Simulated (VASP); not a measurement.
# Pd in VASP: a series of runs

The runs below take Pd through single point, with revPBE, revPBE+D3(BJ).

Everything below comes from runs of VASP 6.6.1. Logs are shortened: lines on timing, memory, paths and dates and some standing lists are left out, and cuts for length are marked.

## (1) The cell of the first run

The typed cell holds 1 atom: a = 2.752 Å, b = 2.786 Å, c = 2.753 Å, α = 59.50°, β = 59.70°, γ = 59.21°.

## (2) Single point, revPBE

INCAR reads:

```
PREC     = Accurate       # precision mode
ENCUT    = 520            # plane-wave cutoff, eV
EDIFF    = 1E-6           # SCF threshold, eV
ISMEAR   = -1             # smearing method
SIGMA    = 0.05           # smearing width, eV
LREAL    = False          # projectors in reciprocal space
LASPH    = True           # aspherical terms in the spheres
NELM     = 80             # most SCF steps
ALGO     = Normal         # electronic algorithm
ISIF     = 2              # what is computed and relaxed
LWAVE    = False          # write WAVECAR
LCHARG   = False          # write CHGCAR
GGA      = RE             # functional
NBANDS   = 11             # bands
```

KPOINTS reads:

```
regular mesh
0
Gamma
  9 9 9
```

POSCAR reads:

```
Pd
1.0
    0.0223130000      1.9328830000      1.9592150000
    1.9662030000      0.0071630000      1.9743650000
    1.9559470000      1.9377780000      0.0174180000
Pd
1
Direct
   -0.0027670000     -0.0293500000     -0.0311200000
```

Potentials or basis: VASP PAW PBE potentials, release 64 (Pd).

Started as:

```sh
cat potpaw_PBE.64/Pd/POTCAR > POTCAR
mpirun -np 1 vasp_std > vasp.out
```

OUTCAR:

```text
PREC = Accurate
   ENCUT = 520
   EDIFF = 1E-6
   ISMEAR = -1
   LREAL = False
   LASPH = True
   NELM = 80
   ISIF = 2
   GGA = RE

 ion  position               nearest neighbor table
   1  0.997  0.971  0.969-

  LATTYP: Found a triclinic cell.
 ALAT       =     4.7545823451
 B/A-ratio  =     0.5790970101
 C/A-ratio  =     1.4079678576
 COS(alpha) =     0.0002861279
 COS(beta)  =     0.4708511810
 COS(gamma) =     0.8661431283

  Lattice vectors:

 A1 = (   3.8895810000,   1.9426730000,  -1.9243790000)
 A2 = (   1.9559470000,   1.9377780000,   0.0174180000)
 A3 = (   3.8552110000,  -3.8537080000,  -3.8858620000)

Analysis of symmetry for initial positions (statically):
=====================================================================
 Subroutine PRICEL returns:
 Original cell was already a primitive cell.

 Routine SETGRP: Setting up the symmetry group for a
 triclinic supercell.

 Subroutine GETGRP returns: Found  2 space group operations
 (whereof  1 operations were pure point group operations)
 out of a pool of  2 trial point group operations.

The static configuration has the point symmetry C_1 .
 The point group associated with its full space group is S_2 .

Analysis of symmetry for dynamics (positions and initial velocities):
=====================================================================
 Subroutine PRICEL returns:
 Original cell was already a primitive cell.

 Routine SETGRP: Setting up the symmetry group for a
 triclinic supercell.

 Subroutine GETGRP returns: Found  2 space group operations
 (whereof  1 operations were pure point group operations)
 out of a pool of  2 trial point group operations.

The dynamic configuration has the point symmetry C_1 .
 The point group associated with its full space group is S_2 .

 Subroutine INISYM returns: Found  2 space group operations
 (whereof  1 operations are pure point group operations),
 and found     1 'primitive' translations

----------------------------------------------------------------------------------------

                                     Primitive cell

[... 80 lines left out ...]
   ISTART =      0    job   : 0-new  1-cont  2-samecut
   ICHARG =      2    charge: 1-file 2-atom 10-const
   ISPIN  =      1    spin polarized calculation?
   LNONCOLLINEAR =      F non collinear calculations
   LSORBIT =      F    spin-orbit coupling
   LASPH  =      T    aspherical Exc in radial PAW
   ENCUT  =  520.0 eV  38.22 Ry    6.18 a.u.   5.12  5.18  5.12*2*pi/ulx,y,z
   NELM   =     80;   NELMIN=  2; NELMDL= -5     # of ELM steps
   EDIFF  = 0.1E-05   stopping-criterion for ELM
   LREAL  =      F    real-space projection
   EDIFFG = 0.1E-04   stopping-criterion for IOM
   NSW    =      0    number of steps for IOM
   IBRION =     -1    ionic relax: 0-MD 1-quasi-New 2-CG
   NFREE  =      0    steps in history (QN), initial steepest desc. (CG)
   ISIF   =      2    stress and relaxation
   ISYM   =      2    0-nonsym 1-usesym 2-fastsym
   POTIM  = 0.5000    time-step for ionic-motion
   TEBEG  =    0.0;   TEEND  =   0.0 temperature during run
   PSTRESS=    0.0 pullay stress
   NELECT =      10.0000    total number of electrons
   NUPDOWN=      -1.0000    fix difference up-down
   EMIN   =  10.00;   EMAX   =-10.00  energy-range for DOS
   EFERMI =   0.00;   METHOD = LEGACY
   ISMEAR =    -1;   SIGMA  =   0.05  broadening in eV -4-tet -1-fermi 0-gaus
   EFERMI_NEDOS =   21; number of points for ismear=-14 and -15
   IALGO  =     38    algorithm
   IMIX   =      4    mixing-type and parameters
     AMIX     =   0.40;   BMIX     =  1.00
     AMIX_MAG =   1.60;   BMIX_MAG =  1.00
  volume/ion in A,a.u.               =      14.75        99.54
  Fermi-wavevector in a.u.,A,eV,Ry     =   1.438171  2.717748 28.141400  2.068335
  Thomas-Fermi vector in A             =   2.557167
   LORBIT       =      0    0 simple, 1 ext, 2 COOP (PROOUT), +10 PAW based schemes
   GGA     = RE    functional components
   LHFCALC =     F    Hartree Fock is set to
   AEXX    =    0.0000 exact exchange contribution
   IVDW    =     0    specifies the selected vdW correction
   LEPSILON=     F    determine dielectric tensor
   LRPA    =     F    only Hartree local field effects (RPA)
 non-spin polarized calculation
  energy-cutoff  :      520.00
  volume of cell :       14.75
 maximum number of plane-waves:       408
   NGX = 11   NGY = 11   NGZ = 11

 number of electron      10.0000000 magnetization

 Free energy of the ion-electron system (eV)
  ---------------------------------------------------
  ext. energy  EPLUGINS =         0.00000000
  ---------------------------------------------------
  free energy    TOTEN  =        -4.73141698 eV

  energy without entropy =       -4.71286056  energy(sigma->0) =       -4.72213877

 E-fermi :   9.8070     XC(G=0): -13.1147

 val. band max:        9.8067295176   @ k =  -0.3333   0.4444   0.0000
 cond. band min:       9.8114853380   @ k =   0.4444   0.3333   0.4444
 fundamental gap:      0.0047558204
 Fermi energy:         9.8070435660

 k-point     1 :       0.0000    0.0000    0.0000
  band No.  band energies     occupation
      1       2.7499      2.00000
      2       6.8871      2.00000
      3       7.0310      2.00000
      4       7.0752      2.00000
      5       8.5458      2.00000
      6       8.6662      2.00000
      7      27.0443      0.00000
      8      31.4698      0.00000
      9      31.9776      0.00000
     10      32.1148      0.00000
     11      36.0511      0.00000
[... 309 lines left out ...]
 k-point    24 :       0.0000    0.3333   -0.0000
  band No.  band energies     occupation
      1       4.6627      2.00000
      2       7.1155      2.00000
      3       7.1913      2.00000
      4       8.1278      2.00000
      5       9.1803      1.99999
      6       9.2387      1.99998
      7      21.2502      0.00000
      8      27.3770      0.00000
      9      32.6852      0.00000
     10      32.8448      0.00000
     11      36.2533      0.00000

 [... further k-points ...]
[... 5 lines left out ...]
  --------------------------------------------------------------------------------------
  -------------------------------------------------------------------------------------
  Total        0.9040785      0.9578134      0.8672035     -0.0470327     -0.0076999     -0.1082860
  in kB       98.2026949    104.0394775     94.1972629     -5.1087829     -0.8363818    -11.7622311
  external PRESSURE =      98.8131451 kB  Pullay stress =       0.0000000 kB

 VOLUME and BASIS-vectors are now :
 -----------------------------------------------------------------------------
  energy-cutoff  :      520.00
  volume of cell :       14.75
      direct lattice vectors                 reciprocal lattice vectors
     0.022313000  1.932883000  1.959215000    -0.259372535  0.259491157  0.257358858
     1.966203000  0.007163000  1.974365000     0.255108173 -0.259777670  0.253380876
     1.955947000  1.937778000  0.017418000     0.257774329  0.258179596 -0.257645369

 POSITION                                       TOTAL-FORCE (eV/Angst)
 -----------------------------------------------------------------------------------
      3.82582      3.81196      3.88709         0.000000      0.000000     -0.000000
 -----------------------------------------------------------------------------------
    total drift:                               -0.000006     -0.000011     -0.000000

  FREE ENERGIE OF THE ION-ELECTRON SYSTEM (eV)
  ---------------------------------------------------
  free  energy   TOTEN  =        -4.7314169801 eV

  energy  without entropy=       -4.7128605608  energy(sigma->0) =       -4.72213877
```

OSZICAR:

```text
N       E                     dE             d eps       ncg     rms          rms(c)
DAV:   1     0.430644554353E+02    0.43064E+02   -0.51693E+03  8038   0.853E+02
DAV:   2    -0.441421797380E+01   -0.47479E+02   -0.46064E+02  9026   0.184E+02
DAV:   3    -0.498326806980E+01   -0.56905E+00   -0.56670E+00  9650   0.215E+01
DAV:   4    -0.498597738220E+01   -0.27093E-02   -0.27089E-02  9797   0.157E+00
DAV:   5    -0.498600694863E+01   -0.29566E-04   -0.29566E-04 10606   0.147E-01    0.756E+00
DAV:   6    -0.474429403687E+01    0.24171E+00   -0.97123E-01  9896   0.809E+00    0.384E+00
DAV:   7    -0.473480839340E+01    0.94856E-02   -0.22225E-02 10495   0.998E-01    0.198E+00
DAV:   8    -0.473141525267E+01    0.33931E-02   -0.11190E-03 10024   0.259E-01    0.654E-02
DAV:   9    -0.473141211337E+01    0.31393E-05   -0.39192E-05 10224   0.552E-02    0.231E-02
DAV:  10    -0.473141756305E+01   -0.54497E-05   -0.37981E-06  9911   0.174E-02    0.578E-03
DAV:  11    -0.473141698012E+01    0.58293E-06   -0.10290E-07  6920   0.295E-03
   1 F= -.47314170E+01 E0= -.47221388E+01  d E =-.185564E-01
```

Run time: 20 s. Hardware: 1 thread of Intel Xeon 6975P-C (Granite Rapids), shared host; peak memory 0.17 GiB.

Results:

* Free energy: -4.7314 eV
* Pressure: 9.9 GPa
* Band gap on the k mesh: zero (band 5 reaches 10.04 eV, above the bottom of band 6 at 8.59 eV)

Caveat: the PAW data sets were made with another functional, which shifts forces and pressure a little.

## (3) Single point, revPBE+D3(BJ), non-collinear spin, zero start, spin-orbit coupling

INCAR reads:

```
PREC = Accurate
ENCUT = 520
EDIFF = 1E-6
ISMEAR = -4
SIGMA = 0.05
LREAL = F
LASPH = T
NELM = 150
ALGO = Fast
ISIF = 2
LWAVE = F
LCHARG = F
MAGMOM = 0 0 0
LORBIT = 11
LSORBIT = T
GGA_COMPAT = F
LORBMOM = T
LMAXMIX = 4
GGA = RE
IVDW = 12
NBANDS = 21
```

KPOINTS reads:

```
regular mesh
0
Gamma
  12 12 12
```

POSCAR reads:

```
Pd
1.0
    0.0000000000      1.9465000000      1.9465000000
    1.9465000000      0.0000000000      1.9465000000
    1.9465000000      1.9465000000      0.0000000000
Pd
1
Direct
    0.0000000000      0.0000000000      0.0000000000
```

Potentials or basis: VASP PAW PBE potentials, release 64 (Pd).

Started as:

```sh
cat potpaw_PBE.64/Pd/POTCAR > POTCAR
mpirun -np 1 vasp_ncl > vasp.out
```

Run time: 21 s. Hardware: 1 thread of Intel Xeon 6975P-C (Granite Rapids), shared host; peak memory 0.18 GiB.

The run converged. Its results:

```
Free energy                                           : -6.0023 eV
Pressure                                              : -3.5 GPa
Net moment                                            : 0.00 μB per cell
Valence electrons inside the program's atomic spheres : Pd 9.45
Dispersion energy per atom                            : -1.275 eV
```

Moments on the atoms (μB; x, y, z):
```
Pd  0.00 0.00 0.00
```

Caveat: the PAW data sets were made with another functional, which shifts forces and pressure a little.
